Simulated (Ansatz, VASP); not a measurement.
Cu: VASP beside Ansatz

File INCAR:

```
PREC     = Accurate       # precision mode
ENCUT    = 520            # plane-wave cutoff, eV
EDIFF    = 1E-7           # SCF threshold, eV
ISMEAR   = 0              # smearing method
SIGMA    = 0.15           # smearing width, eV
LREAL    = F              # projectors in reciprocal space
LASPH    = T              # aspherical terms in the spheres
NELM     = 80             # most SCF steps
ALGO     = Fast           # electronic algorithm
ISIF     = 2              # what is computed and relaxed
LWAVE    = F              # write WAVECAR
LCHARG   = F              # write CHGCAR
GGA      = PE             # functional
NBANDS   = 12             # bands
```

KPOINTS

```
regular mesh
0
Gamma
  24 24 24
```

POSCAR

```
Cu
1.0
    0.0000000000      2.0866063294      1.3562941141
    2.0866063294      0.0000000000      1.3562941141
    2.0866063294      2.0866063294      0.0000000000
Cu
1
Direct
    0.0000000000      0.0000000000      0.0000000000
```

Input for Ansatz:

```yaml
crystal:
  lattice:
    - [0.0, 2.0866063294, 1.3562941141]
    - [2.0866063294, 0.0, 1.3562941141]
    - [2.0866063294, 2.0866063294, 0.0]
  atoms:
    - { symbol: Cu, position: [0.0, 0.0, 0.0] }
basis:
  ecutwfc: 420
kpoints:
  mp_grid: { grid: [24, 24, 24] }
hamiltonian:
  xc: pbe
scf:
  occupations: { method: gaussian, width: 0.15 }
output:
  forces: true
  stress: true
  eigenvalues: true
```

Alike in both runs: task single point; functional PBE; k mesh 24 × 24 × 24; occupations gaussian, width 0.15 eV; no spin polarisation.

|  | VASP | Ansatz |
| --- | --- | --- |
| version | VASP 6.6.1 | Ansatz 0.2.0 |
| potentials or method | VASP PAW PBE potentials, release 64 (Cu), cutoff 520 eV | scalar-relativistic, plane waves, PAW |
| valence electrons in the cell | 11 | 19 |

VASP gave:

| Property | Result |
| --- | --- |
| gap on the k mesh at the Fermi level (eV) | none |
| pressure (GPa) | 3.1 |
| traceless stress, the component that is largest in VASP (GPa) | 0.35 |

**Question.** What did Ansatz give for the same quantities?

**Answer.** gap on the k mesh at the Fermi level (eV): none; pressure (GPa): 2.5; traceless stress, the component that is largest in VASP (GPa): 0.32.

A gap of «none» marks a metal or a gap that the smearing closes. The functional is the same, so the differences come from potentials, cutoffs and numerics. VASP's potentials hold 11 valence electrons a cell and Ansatz's 19, so a difference there can come from the potentials and not from the codes.
